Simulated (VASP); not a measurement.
# CrCo2 (P4/nmm) in VASP: notebook

CrCo2 is run at these levels: PBE; tasks: single point.

Everything below comes from runs of VASP 6.6.1. Logs are shortened: lines on timing, memory, paths and dates and some standing lists are left out, and cuts for length are marked.

## Step 1: The cell of the first run

The structure is tetragonal, space group P4/nmm (No. 129). Conventional cell: a = 3.465 Å, b = 3.465 Å, c = 5.626 Å, α = 90.00°, β = 90.00°, γ = 90.00°. Cr (site symmetry 4mm) has 9 Co at 2.13 to 2.52 Å within 2.8 Å. Co (site symmetry -4m2) has 8 Co at 2.40 to 2.45 Å and 4 Cr at 2.52 Å within 3.2 Å. Within 2.8 Å of Co (site symmetry 4mm) lie 5 Cr at 2.13 to 2.46 Å and 4 Co at 2.40 Å.

## Step 2: Single point, PBE

Input file INCAR:

```
ALGO = Fast ; EDIFF = 1E-7
ENCUT = 520 ; GGA = PE
ISIF = 2 ; ISMEAR = 0
LASPH = T ; LCHARG = F
LREAL = F ; LWAVE = F
NBANDS = 39 ; NELM = 80
PREC = Accurate ; SIGMA = 0.1
```

Input file KPOINTS:

```
k-points
0
Gamma
  12 12 8
```

Input file POSCAR:

```
CrCo2
1.0
    3.4653435973      0.0000000000      0.0000000000
    0.0000000000      3.4653435973      0.0000000000
    0.0000000000      0.0000000000      5.6260622423
Cr Co
2 4
Direct
    0.0000000000      0.5000000000      0.6744472362
    0.5000000000      0.0000000000      0.3255527638
    0.0000000000      0.0000000000      0.0000000000
    0.5000000000      0.5000000000      0.0000000000
    0.0000000000      0.5000000000      0.2959280829
    0.5000000000      0.0000000000      0.7040719171
```

Potentials or basis: VASP PAW PBE potentials, release 64 (Cr_pv, Co).

Launch:

```console
> cat potpaw_PBE.64/Cr_pv/POTCAR potpaw_PBE.64/Co/POTCAR > POTCAR
> mpirun -np 1 vasp_std > vasp.out
```

OUTCAR:

```text
EDIFF = 1E-7
   ENCUT = 520
   GGA = PE
   ISIF = 2
   ISMEAR = 0
   LASPH = T
   LREAL = F
   NELM = 80
   PREC = Accurate

 ion  position               nearest neighbor table
   1  0.000  0.500  0.674-   5 2.13   6 2.46   6 2.46   6 2.46   6 2.46   3 2.52   4 2.52   4 2.52
                             3 2.52   2 3.14   2 3.14   2 3.14   2 3.14
   2  0.500  0.000  0.326-   6 2.13   5 2.46   5 2.46   5 2.46   5 2.46   3 2.52   3 2.52   4 2.52
                             4 2.52   1 3.14   1 3.14   1 3.14   1 3.14
   3  0.000  0.000  0.000-   5 2.40   6 2.40   5 2.40   6 2.40   4 2.45   4 2.45   4 2.45   4 2.45
                             2 2.52   1 2.52   2 2.52   1 2.52
   4  0.500  0.500  0.000-   5 2.40   6 2.40   6 2.40   5 2.40   3 2.45   3 2.45   3 2.45   3 2.45
                             1 2.52   2 2.52   2 2.52   1 2.52
   5  0.000  0.500  0.296-   1 2.13   3 2.40   4 2.40   3 2.40   4 2.40   2 2.46   2 2.46   2 2.46
                             2 2.46
   6  0.500  0.000  0.704-   2 2.13   3 2.40   4 2.40   4 2.40   3 2.40   1 2.46   1 2.46   1 2.46
                             1 2.46

  LATTYP: Found a simple tetragonal cell.
 ALAT       =     3.4653435973
 C/A-ratio  =     1.6235221946

  Lattice vectors:

 A1 = (   3.4653435973,   0.0000000000,   0.0000000000)
 A2 = (   0.0000000000,   3.4653435973,   0.0000000000)
 A3 = (   0.0000000000,   0.0000000000,   5.6260622423)

Analysis of symmetry for initial positions (statically):
=====================================================================
 Subroutine PRICEL returns:
 Original cell was already a primitive cell.

 Routine SETGRP: Setting up the symmetry group for a
 simple tetragonal supercell.

 Subroutine GETGRP returns: Found 16 space group operations
 (whereof  8 operations were pure point group operations)
 out of a pool of 16 trial point group operations.

The static configuration has the point symmetry D_2d.
 The point group associated with its full space group is D_4h.

Analysis of symmetry for dynamics (positions and initial velocities):
=====================================================================
 Subroutine PRICEL returns:
 Original cell was already a primitive cell.

 Routine SETGRP: Setting up the symmetry group for a
 simple tetragonal supercell.

 Subroutine GETGRP returns: Found 16 space group operations
 (whereof  8 operations were pure point group operations)
 out of a pool of 16 trial point group operations.

The dynamic configuration has the point symmetry D_2d.
 The point group associated with its full space group is D_4h.

 Subroutine INISYM returns: Found 16 space group operations
 (whereof  8 operations are pure point group operations),
 and found     1 'primitive' translations

----------------------------------------------------------------------------------------

                                     Primitive cell

  volume of cell :      67.5612

  direct lattice vectors                    reciprocal lattice vectors
     3.465343597  0.000000000  0.000000000     0.288571673  0.000000000  0.000000000
     0.000000000  3.465343597  0.000000000     0.000000000  0.288571673  0.000000000
     0.000000000  0.000000000  5.626062242     0.000000000  0.000000000  0.177744212

  length of vectors
     3.465343597  3.465343597  5.626062242     0.288571673  0.288571673  0.177744212

  position of ions in fractional coordinates (direct lattice)
     0.000000000  0.500000000  0.674447236
     0.500000000  0.000000000  0.325552764
     0.000000000  0.000000000  0.000000000
     0.500000000  0.500000000  0.000000000
     0.000000000  0.500000000  0.295928083
     0.500000000  0.000000000  0.704071917

  ion indices of the primitive-cell ions
   primitive index   ion index
                 1           1
                 2           2
                 3           3
                 4           4
                 5           5
                 6           6

----------------------------------------------------------------------------------------

 KPOINTS: k-points

Automatic generation of k-mesh.
 Grid dimensions read from file:
 generate k-points for:   12   12    8

 Generating k-lattice:

  Cartesian coordinates                     Fractional coordinates (reciprocal lattice)
     0.024047639  0.000000000  0.000000000     0.083333333  0.000000000  0.000000000
     0.000000000  0.024047639  0.000000000     0.000000000  0.083333333  0.000000000
     0.000000000  0.000000000  0.022218027     0.000000000  0.000000000  0.125000000

  Length of vectors
     0.024047639  0.024047639  0.022218027

  Shift w.r.t. Gamma in fractional coordinates (k-lattice)
     0.000000000  0.000000000  0.000000000

 Subroutine IBZKPT returns following result:
 ===========================================

 Found    140 irreducible k-points:

 Following reciprocal coordinates:
            Coordinates               Weight
  0.000000  0.000000  0.000000      1.000000
  0.083333  0.000000  0.000000      4.000000
  0.166667  0.000000  0.000000      4.000000
  0.250000  0.000000  0.000000      4.000000
  0.333333  0.000000  0.000000      4.000000
  0.416667  0.000000  0.000000      4.000000
[... 16 lines left out ...]
  0.333333  0.333333  0.000000      4.000000
  0.416667  0.333333  0.000000      8.000000
 [... further k-points ...]
   k-points           NKPTS =    140   k-points in BZ     NKDIM =    140   number of bands    NBANDS=     39
   number of dos      NEDOS =    301   number of ions     NIONS =      6
   total plane-waves  NPLWV =  32928
   dimension x,y,z NGX =    28 NGY =   28 NGZ =   42
   dimension x,y,z NGXF=    56 NGYF=   56 NGZF=   84
   ions per type =               2   4
   NGX,Y,Z   is equivalent  to a cutoff of  13.43, 13.43, 12.41 a.u.
   NGXF,Y,Z  is equivalent  to a cutoff of  26.87, 26.87, 24.82 a.u.
 SYSTEM =  unknown system
   PREC   = accura    normal or accurate (medium, high low for compatibility)
   ISTART =      0    job   : 0-new  1-cont  2-samecut
   ICHARG =      2    charge: 1-file 2-atom 10-const
   ISPIN  =      1    spin polarized calculation?
   LNONCOLLINEAR =      F non collinear calculations
   LSORBIT =      F    spin-orbit coupling
   LASPH  =      T    aspherical Exc in radial PAW
   ENCUT  =  520.0 eV  38.22 Ry    6.18 a.u.   6.44  6.44 10.46*2*pi/ulx,y,z
   NELM   =     80;   NELMIN=  2; NELMDL= -5     # of ELM steps
   EDIFF  = 0.1E-06   stopping-criterion for ELM
   LREAL  =      F    real-space projection
   EDIFFG = 0.1E-05   stopping-criterion for IOM
   NSW    =      0    number of steps for IOM
   IBRION =     -1    ionic relax: 0-MD 1-quasi-New 2-CG
   NFREE  =      0    steps in history (QN), initial steepest desc. (CG)
   ISIF   =      2    stress and relaxation
   ISYM   =      2    0-nonsym 1-usesym 2-fastsym
   POTIM  = 0.5000    time-step for ionic-motion
   TEBEG  =    0.0;   TEEND  =   0.0 temperature during run
   PSTRESS=    0.0 pullay stress
   NELECT =      60.0000    total number of electrons
   NUPDOWN=      -1.0000    fix difference up-down
   EMIN   =  10.00;   EMAX   =-10.00  energy-range for DOS
   EFERMI =   0.00;   METHOD = LEGACY
   ISMEAR =     0;   SIGMA  =   0.10  broadening in eV -4-tet -1-fermi 0-gaus
   EFERMI_NEDOS =   21; number of points for ismear=-14 and -15
   IALGO  =     68    algorithm
   IMIX   =      4    mixing-type and parameters
     AMIX     =   0.40;   BMIX     =  1.00
     AMIX_MAG =   1.60;   BMIX_MAG =  1.00
  volume/ion in A,a.u.               =      11.26        75.99
  Fermi-wavevector in a.u.,A,eV,Ry     =   1.573595  2.973663 33.690748  2.476200
  Thomas-Fermi vector in A             =   2.674856
   LORBIT       =      0    0 simple, 1 ext, 2 COOP (PROOUT), +10 PAW based schemes
   GGA     = PE    functional components
   LHFCALC =     F    Hartree Fock is set to
   AEXX    =    0.0000 exact exchange contribution
   IVDW    =     0    specifies the selected vdW correction
   LEPSILON=     F    determine dielectric tensor
   LRPA    =     F    only Hartree local field effects (RPA)
 non-spin polarized calculation
 RMM-DIIS sequential band-by-band and
 Gauss-broadening in eV      SIGMA  =   0.10
  energy-cutoff  :      520.00
  volume of cell :       67.56
 maximum number of plane-waves:      1838
 NGX is ok and might be reduce to    28
   NGX = 13   NGY = 13   NGZ = 21

 number of electron      59.9999984 magnetization

 Free energy of the ion-electron system (eV)
  ---------------------------------------------------
  ext. energy  EPLUGINS =         0.00000000
  ---------------------------------------------------
  free energy    TOTEN  =       -45.26221462 eV

  energy without entropy =      -45.20954563  energy(sigma->0) =      -45.23588012

 E-fermi :  10.2303     XC(G=0): -13.3556

 val. band max:       10.2285552605   @ k =   0.4167   0.0833   0.5000
 cond. band min:      10.2304677194   @ k =   0.3333   0.3333   0.0000
 fundamental gap:      0.0019124589
 Fermi energy:        10.2303166190

 k-point     1 :       0.0000    0.0000    0.0000
  band No.  band energies     occupation
      1     -32.9985      2.00000
      2     -32.9985      2.00000
      3     -32.9965      2.00000
      4     -32.9716      2.00000
      5     -32.9716      2.00000
      6     -32.9570      2.00000
[... 31 lines left out ...]
     38      13.7944      0.00000
     39      13.8003      0.00000

 k-point     2 :       0.0833    0.0000    0.0000
  band No.  band energies     occupation
      1     -33.0001      2.00000
      2     -32.9981      2.00000
      3     -32.9969      2.00000
      4     -32.9723      2.00000
      5     -32.9721      2.00000
      6     -32.9569      2.00000
[... 31 lines left out ...]
     38      11.7033      0.00000
     39      13.3940      0.00000

 k-point     3 :       0.1667    0.0000    0.0000
  band No.  band energies     occupation
      1     -33.0043      2.00000
      2     -32.9985      2.00000
      3     -32.9970      2.00000
      4     -32.9737      2.00000
      5     -32.9737      2.00000
      6     -32.9569      2.00000
[... 31 lines left out ...]
     38      11.6449      0.00000
     39      12.4344      0.00000

 k-point     4 :       0.2500    0.0000    0.0000
  band No.  band energies     occupation
      1     -33.0095      2.00000
      2     -33.0023      2.00000
      3     -32.9952      2.00000
      4     -32.9762      2.00000
      5     -32.9737      2.00000
      6     -32.9575      2.00000
[... 31 lines left out ...]
     38      11.5601      0.00000
     39      11.7418      0.00000
[... 754 lines left out ...]
     38      11.4219      0.00000
     39      13.2652      0.00000

 k-point    23 :       0.3333    0.3333    0.0000
  band No.  band energies     occupation
      1     -33.0152      2.00000
      2     -33.0150      2.00000
      3     -32.9947      2.00000
      4     -32.9798      2.00000
      5     -32.9750      2.00000
      6     -32.9634      2.00000
[... 31 lines left out ...]
     38      12.3791      0.00000
     39      12.8973      0.00000

 k-point    24 :       0.4167    0.3333    0.0000
  band No.  band energies     occupation
      1     -33.0175      2.00000
      2     -33.0175      2.00000
      3     -32.9909      2.00000
      4     -32.9824      2.00000
      5     -32.9730      2.00000
      6     -32.9664      2.00000
[... 31 lines left out ...]
     38      12.6303      0.00000
     39      12.9223      0.00000

 [... further k-points ...]

------------------------ aborting loop because EDIFF is reached ----------------------------------------

  FORCE on cell =-STRESS in cart. coord.  units (eV):
  Direction    XX          YY          ZZ          XY          YZ          ZX
  --------------------------------------------------------------------------------------
  -------------------------------------------------------------------------------------
  Total       -0.3494023     -0.3494023     -0.1834734      0.0000000      0.0000000      0.0000000
  in kB       -8.2858917     -8.2858917     -4.3509743      0.0000000      0.0000000      0.0000000
  external PRESSURE =      -6.9742525 kB  Pullay stress =       0.0000000 kB

 VOLUME and BASIS-vectors are now :
 -----------------------------------------------------------------------------
  energy-cutoff  :      520.00
  volume of cell :       67.56
      direct lattice vectors                 reciprocal lattice vectors
     3.465343597  0.000000000  0.000000000     0.288571673  0.000000000  0.000000000
     0.000000000  3.465343597  0.000000000     0.000000000  0.288571673  0.000000000
     0.000000000  0.000000000  5.626062242     0.000000000  0.000000000  0.177744212

 POSITION                                       TOTAL-FORCE (eV/Angst)
 -----------------------------------------------------------------------------------
      0.00000      1.73267      3.79448         0.000000      0.000000      0.045954
      1.73267      0.00000      1.83158        -0.000000      0.000000     -0.045954
      0.00000      0.00000      0.00000         0.000000      0.000000     -0.000000
      1.73267      1.73267      0.00000        -0.000000     -0.000000     -0.000000
      0.00000      1.73267      1.66491         0.000000      0.000000     -0.021536
      1.73267      0.00000      3.96115        -0.000000      0.000000      0.021536
 -----------------------------------------------------------------------------------
    total drift:                                0.000000      0.000000      0.000000

  FREE ENERGIE OF THE ION-ELECTRON SYSTEM (eV)
  ---------------------------------------------------
  free  energy   TOTEN  =       -45.2622146181 eV

  energy  without entropy=      -45.2095456284  energy(sigma->0) =      -45.23588012
```

It took 4.7 min on 1 thread of Intel Xeon 6975P-C (Granite Rapids), shared host; peak memory 0.39 GiB.

Results:

* Free energy: -45.2622 eV
* Pressure: -0.7 GPa
* Largest force: 0.046 eV/Å
* Band gap on the k mesh: zero (bands 30 and 31 overlap by 1.05 eV)

Forces on the atoms (eV/Å):
```
Cr   0.000  0.000  0.046
Cr   0.000  0.000 -0.046
Co   0.000  0.000  0.000
Co   0.000  0.000  0.000
Co   0.000  0.000 -0.022
Co   0.000  0.000  0.022
```

Stress tensor (GPa, compression positive):
```
-0.83  0.00  0.00
 0.00 -0.83  0.00
 0.00  0.00 -0.44
```

Levels at points of the mesh, in eV from the Fermi level:
```
           k point  band 27  band 28  band 29  band 30  band 31  band 32  band 33  band 34
(0.00, 0.00, 0.00)    -0.10     0.01     0.55     0.71     0.82     0.93     1.26     1.26
(0.50, 0.00, 0.00)    -0.89    -0.89    -0.39    -0.39     0.07     0.07     0.21     0.21
(0.50, 0.50, 0.00)    -0.43    -0.43     0.03     0.03     0.71     0.71     0.79     0.79
(0.00, 0.00, 0.50)    -0.10     0.13     0.31     0.31     0.65     0.65     0.71     0.92
(0.50, 0.00, 0.50)    -0.68    -0.68    -0.03    -0.03     0.15     0.15     0.23     0.23
(0.50, 0.50, 0.50)    -0.89    -0.89    -0.36    -0.36    -0.25    -0.25     0.68     0.68
```

Caveat: the run has no spin polarisation, though such a crystal can be magnetic.

## Step 3: Single point, PBE, collinear spin, ferromagnetic start

This run uses another cell than the first one, of 9.80 Å³/atom.

Input file INCAR:

```
SYSTEM = CrCo2
ALGO     = Normal         ! electronic algorithm
EDIFF    = 1E-7           ! SCF threshold, eV
ENCUT    = 520            ! plane-wave cutoff, eV
GGA      = PE             ! functional
ISIF     = 2              ! what is computed and relaxed
ISMEAR   = 0              ! smearing method
ISPIN    = 2              ! spin polarisation
LASPH    = .True.         ! aspherical terms in the spheres
LCHARG   = .False.        ! write CHGCAR
LMAXMIX  = 4              ! l up to which the mixer works
LORBIT   = 11             ! projections on sites
LREAL    = .False.        ! projectors in reciprocal space
LWAVE    = .False.        ! write WAVECAR
MAGMOM   = 3 3 3 3 3 3    ! initial moments
NBANDS   = 43             ! bands
NELM     = 150            ! most SCF steps
PREC     = Accurate       ! precision mode
SIGMA    = 0.1            ! smearing width, eV
```

Input file KPOINTS:

```
k-points
0
Gamma
  6 6 4
  0 0 0
```

Input file POSCAR:

```
CrCo2
1.0
    3.3778511849      0.0000000000      0.0000000000
    0.0000000000      3.3778511849      0.0000000000
    0.0000000000      0.0000000000      5.1539307533
Cr Co
2 4
Direct
    0.0000000000      0.5000000000      0.7000000000
    0.5000000000      0.0000000000      0.3000000000
    0.0000000000      0.0000000000      0.0000000000
    0.5000000000      0.5000000000      0.0000000000
    0.0000000000      0.5000000000      0.2700000000
    0.5000000000      0.0000000000      0.7300000000
```

Potentials or basis: VASP PAW PBE potentials, release 64 (Cr_pv, Co).

Launch:

```console
> cat potpaw_PBE.64/Cr_pv/POTCAR potpaw_PBE.64/Co/POTCAR > POTCAR
> mpirun -np 1 vasp_std > vasp.out
```

It took 2.7 min on 1 thread of Intel Xeon 6975P-C (Granite Rapids), shared host; peak memory 0.27 GiB.

The run converged. Its results:

```yaml
Free_energy: -43.0334 eV
Pressure: 55.1 GPa
Largest_force: 4.345 eV/Å
Band_gap_on_the_k_mesh: zero (filled and empty bands overlap)
Net_moment: 0.00 μB per cell
Valence_electrons_inside_the_program's_atomic_spheres: Cr 11.16; Co 9.05, 8.82 (each value once)
```

Forces on the atoms (eV/Å):
```
Cr   0.000  0.000 -3.418
Cr   0.000  0.000  3.418
Co   0.000  0.000  0.000
Co   0.000  0.000  0.000
Co   0.000  0.000  4.345
Co   0.000  0.000 -4.345
```

Stress tensor (GPa, compression positive):
```
53.44  0.00  0.00
 0.00 53.44  0.00
 0.00  0.00 58.55
```

Levels at points of the mesh, in eV from the Fermi level:
Spin up:
```tsv
k point	band 28	band 29	band 30	band 31	band 32	band 33
(0.00, 0.00, 0.00)	-0.01	0.24	0.93	1.24	1.47	1.47
(0.50, 0.00, 0.00)	-0.95	-0.34	-0.34	-0.02	-0.02	0.19
(0.50, 0.50, 0.00)	-0.64	0.56	0.56	0.61	0.61	1.23
(0.00, 0.00, 0.50)	0.24	0.31	0.44	0.44	0.59	0.59
(0.50, 0.00, 0.50)	-0.76	-0.10	-0.10	0.20	0.20	0.34
(0.50, 0.50, 0.50)	-0.77	-0.46	-0.46	-0.06	-0.06	0.64
```
Spin down:
```
           k point  band 27  band 28  band 29  band 30  band 31  band 32  band 33  band 34
(0.00, 0.00, 0.00)    -0.02    -0.01     0.24     0.93     1.24     1.47     1.47     1.58
(0.50, 0.00, 0.00)    -0.96    -0.96    -0.34    -0.34    -0.02    -0.02     0.19     0.19
(0.50, 0.50, 0.00)    -0.64    -0.64     0.56     0.56     0.61     0.61     1.23     1.23
(0.00, 0.00, 0.50)     0.07     0.24     0.31     0.44     0.44     0.59     0.59     1.09
(0.50, 0.00, 0.50)    -0.76    -0.76    -0.10    -0.10     0.20     0.20     0.34     0.34
(0.50, 0.50, 0.50)    -0.77    -0.77    -0.46    -0.46    -0.06    -0.06     0.64     0.64
```

Caveat: the cell stands under pressure; forces of over 1 eV/Å act on the atoms, so gaps and moduli don't describe the material at rest.
